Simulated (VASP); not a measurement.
Here is a VASP 6.6.1 calculation.

Contents of INCAR:

```
SYSTEM = W3C2
PREC = Accurate
ENCUT = 520
EDIFF = 1E-7
ISMEAR = 0
SIGMA = 0.1
LREAL = .False.
LASPH = .True.
NELM = 80
ALGO = Normal
ISIF = 2
LWAVE = .False.
LCHARG = .True.
GGA = PE
LELF = .True.
LVHAR = .True.
NBANDS = 33
```

KPOINTS

```
regular mesh
0
Gamma
  15 15 15
  0 0 0
```

POSCAR

```
W3C2
1.0
    1.5287185098      0.8826060431      7.2854108473
   -1.5287185098      0.8826060431      7.2854108473
    0.0000000000     -1.7652120863      7.2854108473
W C
3 2
Direct
    0.0000000000      0.0000000000      0.0000000000
    0.2198954303      0.2198954303      0.2198954303
    0.7801045697      0.7801045697      0.7801045697
    0.3930966776      0.3930966776      0.3930966776
    0.6069033224      0.6069033224      0.6069033224
```

Potentials or basis: VASP PAW PBE potentials, release 64 (W_sv, C).

Command:

```bash
$ cat potpaw_PBE.64/W_sv/POTCAR potpaw_PBE.64/C/POTCAR > POTCAR
$ mpirun -np 1 vasp_std > vasp.out
```

(1) Estimate the band gap on the k mesh.

(2) What does it give for the pressure?

(3) What does it give for the largest force?

## Answers

(1) zero (band 25 reaches 12.93 eV, above the bottom of band 26 at 10.61 eV).

(2) 0.8 GPa.

(3) 0.047 eV/Å.

Caveat: spin-orbit coupling is left out, which moves the levels of the heavy elements.
